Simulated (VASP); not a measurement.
# PtSe2 (Sudovikovite) (P-3m1) in VASP: a series of runs

The runs below take PtSe2 (Sudovikovite) through single point, with PBE.

Program: VASP 6.6.1. These are calculated values, not measurements. Logs are shortened: lines on timing, memory, paths and dates and some standing lists are left out, and cuts for length are marked.

## Step 1: The cell of the first run

Symmetry: P-3m1, No. 164, trigonal system. The conventional cell has a = 3.724 Å, b = 3.724 Å, c = 5.062 Å, α = 90.00°, β = 90.00°, γ = 120.00°. Within 3.3 Å of Pt (site symmetry -3m) lie 6 Se at 2.49 Å. Se (site symmetry 3m) has 3 Pt at 2.49 Å within 3.3 Å.

## Step 2: Single point, PBE

File INCAR:

```
SYSTEM = PtSe2
PREC     = Accurate       ! precision mode
ENCUT    = 520            ! plane-wave cutoff, eV
EDIFF    = 1E-7           ! SCF threshold, eV
ISMEAR   = -1             ! smearing method
SIGMA    = 0.3            ! smearing width, eV
LREAL    = .False.        ! projectors in reciprocal space
LASPH    = .True.         ! aspherical terms in the spheres
NELM     = 100            ! most SCF steps
ALGO     = Normal         ! electronic algorithm
ISIF     = 2              ! what is computed and relaxed
LWAVE    = .False.        ! write WAVECAR
LCHARG   = .False.        ! write CHGCAR
GGA      = PE             ! functional
NBANDS   = 18             ! bands
```

File KPOINTS:

```
regular mesh
0
Gamma
  9 9 6
  0 0 0
```

File POSCAR:

```
PtSe2
1.0
    3.7240000000      0.0000000000      0.0000000000
   -1.8620000000      3.2250786000      0.0000000000
    0.0000000000      0.0000000000      5.0620000000
Pt Se
1 2
Direct
    0.0000000000      0.0000000000      0.0000000000
    0.3333333333      0.6666666667      0.2500000000
    0.6666666667      0.3333333333      0.7500000000
```

Potentials or basis: VASP PAW PBE potentials, release 64 (Pt, Se).

The run is started by

```
$ cat potpaw_PBE.64/Pt/POTCAR potpaw_PBE.64/Se/POTCAR > POTCAR
$ mpirun -np 1 vasp_std > vasp.out
```

OUTCAR:

```text
SYSTEM = PtSe2
   PREC = Accurate
   ENCUT = 520
   EDIFF = 1E-7
   ISMEAR = -1
   LREAL = .False.
   LASPH = .True.
   NELM = 100
   ISIF = 2
   GGA = PE

 ion  position               nearest neighbor table
   1  0.000  0.000  0.000-   2 2.49   3 2.49   3 2.49   2 2.49   3 2.49   2 2.49
   2  0.333  0.667  0.250-   1 2.49   1 2.49   1 2.49
   3  0.667  0.333  0.750-   1 2.49   1 2.49   1 2.49

  LATTYP: Found a hexagonal cell.
 ALAT       =     3.7240000000
 C/A-ratio  =     1.3592910849

  Lattice vectors:

 A1 = (   3.7240000000,   0.0000000000,   0.0000000000)
 A2 = (  -1.8620000000,   3.2250786000,   0.0000000000)
 A3 = (   0.0000000000,   0.0000000000,   5.0620000000)

Analysis of symmetry for initial positions (statically):
=====================================================================
 Subroutine PRICEL returns:
 Original cell was already a primitive cell.

 Routine SETGRP: Setting up the symmetry group for a
 hexagonal supercell.

 Subroutine GETGRP returns: Found 12 space group operations
 (whereof 12 operations were pure point group operations)
 out of a pool of 24 trial point group operations.

The static configuration has the point symmetry D_3d.

Analysis of symmetry for dynamics (positions and initial velocities):
=====================================================================
 Subroutine PRICEL returns:
 Original cell was already a primitive cell.

 Routine SETGRP: Setting up the symmetry group for a
 hexagonal supercell.

 Subroutine GETGRP returns: Found 12 space group operations
 (whereof 12 operations were pure point group operations)
 out of a pool of 24 trial point group operations.

The dynamic configuration has the point symmetry D_3d.

 Subroutine INISYM returns: Found 12 space group operations
 (whereof 12 operations are pure point group operations),
 and found     1 'primitive' translations

----------------------------------------------------------------------------------------

                                     Primitive cell

  volume of cell :      60.7956

  direct lattice vectors                    reciprocal lattice vectors
     3.724000000  0.000000000  0.000000000     0.268528464  0.155034981  0.000000000
    -1.862000000  3.225078600  0.000000000     0.000000000  0.310069962  0.000000000
     0.000000000  0.000000000  5.062000000     0.000000000  0.000000000  0.197550375

  length of vectors
     3.724000000  3.723999997  5.062000000     0.310069962  0.310069962  0.197550375

  position of ions in fractional coordinates (direct lattice)
     0.000000000  0.000000000  0.000000000
     0.333333333  0.666666667  0.250000000
     0.666666667  0.333333333  0.750000000

  ion indices of the primitive-cell ions
   primitive index   ion index
                 1           1
                 2           2
                 3           3

----------------------------------------------------------------------------------------

 KPOINTS: regular mesh

Automatic generation of k-mesh.
 Grid dimensions read from file:
 generate k-points for:    9    9    6

 Generating k-lattice:

  Cartesian coordinates                     Fractional coordinates (reciprocal lattice)
     0.029836496  0.017226109  0.000000000     0.111111111  0.000000000  0.000000000
     0.000000000  0.034452218  0.000000000     0.000000000  0.111111111  0.000000000
     0.000000000  0.000000000  0.032925063     0.000000000  0.000000000  0.166666667

  Length of vectors
     0.034452218  0.034452218  0.032925063

  Shift w.r.t. Gamma in fractional coordinates (k-lattice)
     0.000000000  0.000000000  0.000000000

 Subroutine IBZKPT returns following result:
 ===========================================

 Found     62 irreducible k-points:

 Following reciprocal coordinates:
            Coordinates               Weight
  0.000000  0.000000  0.000000      1.000000
  0.111111  0.000000  0.000000      6.000000
  0.222222  0.000000  0.000000      6.000000
  0.333333 -0.000000  0.000000      6.000000
  0.444444  0.000000  0.000000      6.000000
  0.111111  0.111111  0.000000      6.000000
[... 16 lines left out ...]
  0.222222  0.111111  0.166667     12.000000
 -0.111111  0.333333  0.166667     12.000000
 [... further k-points ...]
   k-points           NKPTS =     62   k-points in BZ     NKDIM =     62   number of bands    NBANDS=     18
   number of dos      NEDOS =    301   number of ions     NIONS =      3
   total plane-waves  NPLWV =  31360
   dimension x,y,z NGX =    28 NGY =   28 NGZ =   40
   dimension x,y,z NGXF=    56 NGYF=   56 NGZF=   80
   ions per type =               1   2
   NGX,Y,Z   is equivalent  to a cutoff of  12.50, 12.50, 13.14 a.u.
   NGXF,Y,Z  is equivalent  to a cutoff of  25.00, 25.00, 26.27 a.u.
 SYSTEM =  PtSe2
   PREC   = accura    normal or accurate (medium, high low for compatibility)
   ISTART =      0    job   : 0-new  1-cont  2-samecut
   ICHARG =      2    charge: 1-file 2-atom 10-const
   ISPIN  =      1    spin polarized calculation?
   LNONCOLLINEAR =      F non collinear calculations
   LSORBIT =      F    spin-orbit coupling
   LASPH  =      T    aspherical Exc in radial PAW
   ENCUT  =  520.0 eV  38.22 Ry    6.18 a.u.   6.92  6.92  9.41*2*pi/ulx,y,z
   NELM   =    100;   NELMIN=  2; NELMDL= -5     # of ELM steps
   EDIFF  = 0.1E-06   stopping-criterion for ELM
   LREAL  =      F    real-space projection
   EDIFFG = 0.1E-05   stopping-criterion for IOM
   NSW    =      0    number of steps for IOM
   IBRION =     -1    ionic relax: 0-MD 1-quasi-New 2-CG
   NFREE  =      0    steps in history (QN), initial steepest desc. (CG)
   ISIF   =      2    stress and relaxation
   ISYM   =      2    0-nonsym 1-usesym 2-fastsym
   POTIM  = 0.5000    time-step for ionic-motion
   TEBEG  =    0.0;   TEEND  =   0.0 temperature during run
   PSTRESS=    0.0 pullay stress
   NELECT =      22.0000    total number of electrons
   NUPDOWN=      -1.0000    fix difference up-down
   EMIN   =  10.00;   EMAX   =-10.00  energy-range for DOS
   EFERMI =   0.00;   METHOD = LEGACY
   ISMEAR =    -1;   SIGMA  =   0.30  broadening in eV -4-tet -1-fermi 0-gaus
   EFERMI_NEDOS =   21; number of points for ismear=-14 and -15
   IALGO  =     38    algorithm
   IMIX   =      4    mixing-type and parameters
     AMIX     =   0.40;   BMIX     =  1.00
     AMIX_MAG =   1.60;   BMIX_MAG =  1.00
  volume/ion in A,a.u.               =      20.27       136.76
  Fermi-wavevector in a.u.,A,eV,Ry     =   1.166608  2.204570 18.517184  1.360975
  Thomas-Fermi vector in A             =   2.303119
   LORBIT       =      0    0 simple, 1 ext, 2 COOP (PROOUT), +10 PAW based schemes
   GGA     = PE    functional components
   LHFCALC =     F    Hartree Fock is set to
   AEXX    =    0.0000 exact exchange contribution
   IVDW    =     0    specifies the selected vdW correction
   LEPSILON=     F    determine dielectric tensor
   LRPA    =     F    only Hartree local field effects (RPA)
 non-spin polarized calculation
  energy-cutoff  :      520.00
  volume of cell :       60.80
 maximum number of plane-waves:      1650
   NGX = 13   NGY = 13   NGZ = 19

 number of electron      21.9999999 magnetization

 Free energy of the ion-electron system (eV)
  ---------------------------------------------------
  ext. energy  EPLUGINS =         0.00000000
  ---------------------------------------------------
  free energy    TOTEN  =       -14.30212916 eV

  energy without entropy =      -14.02245914  energy(sigma->0) =      -14.16229415

 E-fermi :   6.3896     XC(G=0): -10.6391

 val. band max:        6.3342879605   @ k =   0.0000   0.2222   0.1667
 cond. band min:       6.5231701519   @ k =   0.1111   0.0000   0.0000
 fundamental gap:      0.1888821914
 Fermi energy:         6.3896135340

 k-point     1 :       0.0000    0.0000    0.0000
  band No.  band energies     occupation
      1      -9.1919      2.00000
      2      -6.3726      2.00000
      3      -0.6716      2.00000
      4       0.0578      2.00000
      5       0.0578      2.00000
      6       2.5331      1.99999
[... 10 lines left out ...]
     17      13.8134      0.00000
     18      18.3460      0.00000

 k-point     2 :       0.1111    0.0000    0.0000
  band No.  band energies     occupation
      1      -9.0536      2.00000
      2      -6.4344      2.00000
      3      -0.5076      2.00000
      4       0.1473      2.00000
      5       0.1560      2.00000
      6       2.3372      2.00000
[... 10 lines left out ...]
     17      14.2587      0.00000
     18      16.5584      0.00000

 k-point     3 :       0.2222    0.0000    0.0000
  band No.  band energies     occupation
      1      -8.6642      2.00000
      2      -6.5973      2.00000
      3      -0.0769      2.00000
      4       0.3767      2.00000
      5       0.4504      2.00000
      6       1.5679      2.00000
[... 10 lines left out ...]
     17      14.9296      0.00000
     18      14.9809      0.00000

 k-point     4 :       0.3333   -0.0000    0.0000
  band No.  band energies     occupation
      1      -8.1096      2.00000
      2      -6.8214      2.00000
      3      -0.0298      2.00000
      4       0.6143      2.00000
      5       0.7855      2.00000
      6       1.1902      2.00000
[... 10 lines left out ...]
     17      14.3962      0.00000
     18      15.3832      0.00000

 k-point     5 :       0.4444    0.0000    0.0000
  band No.  band energies     occupation
      1      -7.5461      2.00000
      2      -7.1094      2.00000
      3      -0.7033      2.00000
      4       0.7217      2.00000
      5       1.1363      2.00000
      6       2.0418      2.00000
[... 10 lines left out ...]
     17      13.9246      0.00000
     18      17.1577      0.00000

 k-point     6 :       0.1111    0.1111    0.0000
  band No.  band energies     occupation
      1      -8.7895      2.00000
      2      -6.5454      2.00000
      3      -0.2017      2.00000
      4       0.3148      2.00000
      5       0.3350      2.00000
      6       2.0045      2.00000
[... 10 lines left out ...]
     17      15.1299      0.00000
     18      15.1769      0.00000

 k-point     7 :       0.2222    0.1111    0.0000
  band No.  band energies     occupation
      1      -8.3161      2.00000
      2      -6.7292      2.00000
      3       0.2394      2.00000
      4       0.4626      2.00000
      5       0.7007      2.00000
      6       1.1413      2.00000
[... 10 lines left out ...]
     17      14.3487      0.00000
     18      15.5504      0.00000

 k-point     8 :       0.3333    0.1111    0.0000
  band No.  band energies     occupation
      1      -7.7577      2.00000
      2      -6.9576      2.00000
      3      -0.3227      2.00000
      4       0.5569      2.00000
      5       1.1195      2.00000
      6       1.4184      2.00000
[... 10 lines left out ...]
     17      15.2202      0.00000
     18      15.6456      0.00000
[... 229 lines left out ...]
     17      15.2744      0.00000
     18      15.8850      0.00000

 k-point    20 :       0.4444    0.0000    0.1667
  band No.  band energies     occupation
      1      -7.4172      2.00000
      2      -7.2346      2.00000
      3      -0.7079      2.00000
      4       0.6917      2.00000
      5       1.2230      2.00000
      6       1.6744      2.00000
[... 10 lines left out ...]
     17      14.6888      0.00000
     18      16.4401      0.00000

 k-point    21 :       0.0000    0.4444    0.1667
  band No.  band energies     occupation
      1      -7.5957      2.00000
      2      -7.0145      2.00000
      3      -0.8698      2.00000
      4       0.6437      2.00000
      5       0.7316      2.00000
      6       2.1767      2.00000
[... 10 lines left out ...]
     17      15.1062      0.00000
     18      16.6755      0.00000

 k-point    22 :       0.1111    0.1111    0.1667
  band No.  band energies     occupation
      1      -8.6939      2.00000
      2      -6.7247      2.00000
      3      -0.2318      2.00000
      4       0.2961      2.00000
      5       0.6084      2.00000
      6       1.9295      2.00000
[... 10 lines left out ...]
     17      14.5786      0.00000
     18      15.1820      0.00000

 k-point    23 :       0.2222    0.1111    0.1667
  band No.  band energies     occupation
      1      -8.2183      2.00000
      2      -6.8739      2.00000
      3       0.1470      2.00000
      4       0.4779      2.00000
      5       0.7017      2.00000
      6       1.4875      2.00000
[... 10 lines left out ...]
     17      14.7796      0.00000
     18      15.3588      0.00000

 k-point    24 :      -0.1111    0.3333    0.1667
  band No.  band energies     occupation
      1      -8.2489      2.00000
      2      -6.8098      2.00000
      3      -0.1549      2.00000
      4       0.3998      2.00000
      5       0.8443      2.00000
      6       1.2623      2.00000
[... 10 lines left out ...]
     17      14.3539      0.00000
     18      16.1434      0.00000

 [... further k-points ...]
[... 5 lines left out ...]
  --------------------------------------------------------------------------------------
  -------------------------------------------------------------------------------------
  Total        3.2077919      3.2077919      2.3160586      0.0000000      0.0000000     -0.0000000
  in kB       84.5365760     84.5365758     61.0362741      0.0000000      0.0000000     -0.0000000
  external PRESSURE =      76.7031420 kB  Pullay stress =       0.0000000 kB

 VOLUME and BASIS-vectors are now :
 -----------------------------------------------------------------------------
  energy-cutoff  :      520.00
  volume of cell :       60.80
      direct lattice vectors                 reciprocal lattice vectors
     3.724000000  0.000000000  0.000000000     0.268528464  0.155034981  0.000000000
    -1.862000000  3.225078600  0.000000000     0.000000000  0.310069962  0.000000000
     0.000000000  0.000000000  5.062000000     0.000000000  0.000000000  0.197550375

 POSITION                                       TOTAL-FORCE (eV/Angst)
 -----------------------------------------------------------------------------------
      0.00000      0.00000      0.00000        -0.000000      0.000000      0.000000
     -0.00000      2.15005      1.26550         0.000000     -0.000000      0.667044
      1.86200      1.07503      3.79650        -0.000000      0.000000     -0.667044
 -----------------------------------------------------------------------------------
    total drift:                               -0.000000     -0.000000     -0.000000

  FREE ENERGIE OF THE ION-ELECTRON SYSTEM (eV)
  ---------------------------------------------------
  free  energy   TOTEN  =       -14.3021291596 eV

  energy  without entropy=      -14.0224591386  energy(sigma->0) =      -14.16229415
```

Wall time 49 s (1 thread of AMD EPYC 7R13 (Zen 3), shared host); peak memory 0.19 GiB.

What came out:

```
Free energy            : -14.3021 eV
Pressure               : 7.7 GPa
Largest force          : 0.667 eV/Å
Band gap on the k mesh : zero (band 11 reaches 6.92 eV, above the bottom of band 12 at 6.57 eV)
```

Forces on the atoms (eV/Å):
```
Pt   0.000  0.000  0.000
Se   0.000  0.000  0.667
Se   0.000  0.000 -0.667
```

Caveat: spin-orbit coupling is left out, which moves the levels of the heavy elements.

## Step 3: Single point, PBE

File INCAR:

```
PREC = Accurate
ENCUT = 520
EDIFF = 1E-7
ISMEAR = -1
SIGMA = 0.2
LREAL = F
LASPH = T
NELM = 80
ALGO = Normal
ISIF = 2
LWAVE = F
LCHARG = T
GGA = PE
LELF = T
LVHAR = T
NBANDS = 18
```

File KPOINTS:

```
Automatic mesh
0
Gamma
  9 9 6
```

POSCAR is that of step 2.

Potentials or basis: VASP PAW PBE potentials, release 64 (Pt, Se).

The run is started by

```
$ cat potpaw_PBE.64/Pt/POTCAR potpaw_PBE.64/Se/POTCAR > POTCAR
$ mpirun -np 1 vasp_std > vasp.out
```

It took 55 s on 1 thread of AMD EPYC 7R13 (Zen 3), shared host; peak memory 0.19 GiB.

It converged, with:

- Free energy: -14.2310 eV
- Pressure: 7.4 GPa
- Largest force: 0.612 eV/Å
- Band gap on the k mesh: zero (band 11 reaches 6.93 eV, above the bottom of band 12 at 6.56 eV)

Forces on the atoms (eV/Å):
```
Pt   0.000  0.000  0.000
Se   0.000  0.000  0.612
Se   0.000  0.000 -0.612
```

Stress tensor (GPa, compression positive):
```
8.15 0.00 0.00
0.00 8.15 0.00
0.00 0.00 5.89
```

Levels at points of the mesh, in eV from the Fermi level:
| k point | band 8 | band 9 | band 10 | band 11 | band 12 | band 13 | band 14 | band 15 |
| --- | --- | --- | --- | --- | --- | --- | --- | --- |
| (0.00, 0.00, 0.00) | -2.48 | -0.98 | -0.98 | 0.49 | 1.56 | 1.56 | 3.70 | 4.31 |
| (0.00, 0.00, 0.50) | -2.87 | -1.61 | -1.41 | -1.41 | 2.41 | 2.41 | 4.90 | 6.43 |

Caveat: spin-orbit coupling is left out, which moves the levels of the heavy elements.

## Step 4: Single point, PBE

File INCAR:

```
SYSTEM = PtSe2
PREC = Accurate ; ENCUT = 520
EDIFF = 1E-6 ; ISMEAR = -1
SIGMA = 0.1 ; LREAL = .False.
LASPH = .True. ; NELM = 100
ALGO = Normal ; ISIF = 2
LWAVE = .False. ; LCHARG = .False.
GGA = PE ; NBANDS = 18
```

File KPOINTS:

```
regular mesh
0
Gamma
  9 9 6
  0 0 0
```

POSCAR is that of step 3.

The run is started by

```
$ cat potpaw_PBE.64/Pt/POTCAR potpaw_PBE.64/Se/POTCAR > POTCAR
$ mpirun -np 1 vasp_std > vasp.out
```

It took 45 s on 1 thread of AMD EPYC 7R13 (Zen 3), shared host; peak memory 0.19 GiB.

The run converged. Its results:

- Free energy: -14.1960 eV
- Pressure: 7.3 GPa
- Largest force: 0.582 eV/Å
- Band gap on the k mesh: zero (band 11 reaches 6.94 eV, above the bottom of band 12 at 6.56 eV)

Forces in eV/Å, atoms in the order of the input:
```
Pt   0.000  0.000  0.000
Se   0.000  0.000  0.582
Se   0.000  0.000 -0.582
```

Stress tensor (GPa, compression positive):
```
8.02 0.00 0.00
0.00 8.02 0.00
0.00 0.00 5.92
```

Levels at points of the mesh, in eV from the Fermi level:
```tsv
k point	band 7	band 8	band 9	band 10	band 11	band 12	band 13	band 14	band 15	band 16
(0.00, 0.00, 0.00)	-4.01	-2.57	-1.05	-1.05	0.42	1.48	1.48	3.63	4.23	7.30
(0.00, 0.00, 0.50)	-4.04	-2.94	-1.69	-1.49	-1.49	2.33	2.33	4.82	6.35	6.77
```

Caveat: spin-orbit coupling is left out, which moves the levels of the heavy elements.

## Step 5: Single point, PBE

File INCAR:

```
SYSTEM = PtSe2
PREC     = Accurate       ! precision mode
ENCUT    = 520            ! plane-wave cutoff, eV
EDIFF    = 1E-7           ! SCF threshold, eV
ISMEAR   = -1             ! smearing method
SIGMA    = 0.05           ! smearing width, eV
LREAL    = .False.        ! projectors in reciprocal space
LASPH    = .True.         ! aspherical terms in the spheres
NELM     = 100            ! most SCF steps
ALGO     = Normal         ! electronic algorithm
ISIF     = 2              ! what is computed and relaxed
LWAVE    = .False.        ! write WAVECAR
LCHARG   = .False.        ! write CHGCAR
GGA      = PE             ! functional
NBANDS   = 18             ! bands
```

KPOINTS is that of step 4.

POSCAR is that of step 4.

The run is started by

```
$ cat potpaw_PBE.64/Pt/POTCAR potpaw_PBE.64/Se/POTCAR > POTCAR
$ mpirun -np 1 vasp_std > vasp.out
```

Run time: 53 s. Hardware: 1 thread of AMD EPYC 7R13 (Zen 3), shared host; peak memory 0.19 GiB.

The run converged. Its results:

```yaml
Free_energy: -14.1881 eV
Pressure: 7.3 GPa
Largest_force: 0.581 eV/Å
Band_gap_on_the_k_mesh: zero (band 11 reaches 6.94 eV, above the bottom of band 12 at 6.56 eV)
```

Forces in eV/Å, atoms in the order of the input:
```
Pt   0.000  0.000  0.000
Se   0.000  0.000  0.581
Se   0.000  0.000 -0.581
```

Stress tensor (GPa, compression positive):
```
7.96 0.00 0.00
0.00 7.96 0.00
0.00 0.00 5.98
```

Levels at points of the mesh, in eV from the Fermi level:
```tsv
k point	band 9	band 10	band 11	band 12	band 13	band 14
(0.00, 0.00, 0.00)	-1.11	-1.11	0.36	1.42	1.42	3.57
(0.00, 0.00, 0.50)	-1.75	-1.55	-1.55	2.27	2.27	4.76
```

Caveat: spin-orbit coupling is left out, which moves the levels of the heavy elements.

(Continued in part 2 of 2.)
